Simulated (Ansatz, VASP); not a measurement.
## Mo: VASP beside Ansatz

File POSCAR:

```
Mo
1.0
   -1.5593234183      1.5593234183      1.5593234183
    1.5593234183     -1.5593234183      1.5593234183
    1.5593234183      1.5593234183     -1.5593234183
Mo
1
Direct
    0.0000000000      0.0000000000      0.0000000000
```

File INCAR.step1:

```
PREC = Accurate
ENCUT = 520
ISMEAR = 0
SIGMA = 0.1
LREAL = F
LASPH = T
NELM = 100
NBANDS = 13
GGA = PE
ALGO = Normal
EDIFF = 1E-4
LWAVE = T
LCHARG = F
```

Contents of INCAR.step2:

```
PREC = Accurate
ENCUT = 520
EDIFF = 1E-6
ISMEAR = 0
SIGMA = 0.1
LREAL = F
LASPH = T
NELM = 100
ALGO = Normal
ISIF = 2
LWAVE = F
LCHARG = F
METAGGA = R2SCAN
LMIXTAU = T
NBANDS = 13
ISTART = 1
```

File KPOINTS:

```
Automatic mesh
0
Gamma
  18 18 18
```

Input for Ansatz:

```yaml
crystal:
  lattice:
    - [-1.5593234183, 1.5593234183, 1.5593234183]
    - [1.5593234183, -1.5593234183, 1.5593234183]
    - [1.5593234183, 1.5593234183, -1.5593234183]
  atoms:
    - { symbol: Mo, position: [0.0, 0.0, 0.0] }
basis:
  ecutwfc: 500
kpoints:
  mp_grid: { grid: [18, 18, 18] }
hamiltonian:
  xc: r2scan
scf:
  occupations: { method: gaussian, width: 0.1 }
output:
  forces: true
  stress: true
  eigenvalues: true
```

Alike in both runs: task single point; functional r2SCAN; k mesh 18 × 18 × 18; occupations gaussian, width 0.1 eV; no spin polarisation.

|  | VASP | Ansatz |
| --- | --- | --- |
| version | VASP 6.6.1 | Ansatz 0.2.0 |
| potentials or method | VASP PAW PBE potentials, release 64 (Mo_sv), cutoff 520 eV | scalar-relativistic, plane waves, PAW |
| valence electrons in the cell | 14 | 14 |

Ansatz gave:

| Quantity | Value |
| --- | --- |
| gap on the k mesh at the Fermi level (eV) | none |
| pressure (GPa) | 8.8 |

Task: What did VASP give for the same quantities?

Result: gap on the k mesh at the Fermi level (eV): none; pressure (GPa): 10.1.

VASP's potentials were made for PBE, not for r2SCAN. A gap of «none» marks a metal or a gap that the smearing closes.
